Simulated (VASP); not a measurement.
A run of VASP 6.6.1 is set up as follows.

The input INCAR:

```
ALGO = Normal
EDIFF = 1E-6
ENCUT = 520
GGA = PE
ISIF = 2
ISMEAR = 0
LASPH = True
LCHARG = False
LREAL = False
LWAVE = False
NBANDS = 42
NELM = 100
PREC = Accurate
SIGMA = 0.2
```

Contents of KPOINTS:

```
k-points
0
Gamma
  5 5 1
```

File POSCAR:

```
Sr5AlO2
1.0
    3.8221312210      0.0000000000      0.0000000000
    0.0000000000      3.8221312210      0.0000000000
    0.0000000000      0.0000000000     14.7670461619
Sr Al O
5 1 2
Direct
    0.5000000000      0.5000000000      0.1328511021
    0.5000000000      0.5000000000      0.8671488979
    0.5000000000      0.5000000000      0.5000000000
    0.0000000000      0.0000000000      0.6800683348
    0.0000000000      0.0000000000      0.3199316652
    0.0000000000      0.0000000000      0.0000000000
    0.5000000000      0.5000000000      0.3218016943
    0.5000000000      0.5000000000      0.6781983057
```

Potentials or basis: VASP PAW PBE potentials, release 64 (Sr_sv, Al, O).

Launch:

```sh
$ cat potpaw_PBE.64/Sr_sv/POTCAR potpaw_PBE.64/Al/POTCAR potpaw_PBE.64/O/POTCAR > POTCAR
$ mpirun -np 1 vasp_std > vasp.out
```

(1) Predict the pressure.

(2) Predict the band gap on the k mesh.

(3) What does it give for the largest force?

Results:

(1) 0.3 GPa.

(2) zero (an odd number of electrons rules out a gap without spin polarisation).

(3) 0.027 eV/Å.

Caveat: the k points lie up to 0.43 Å⁻¹ apart, too coarse for converged energies and pressures of a metal; an odd number of electrons without spin polarisation forces a metal; a magnetic or distorted state may lie lower.
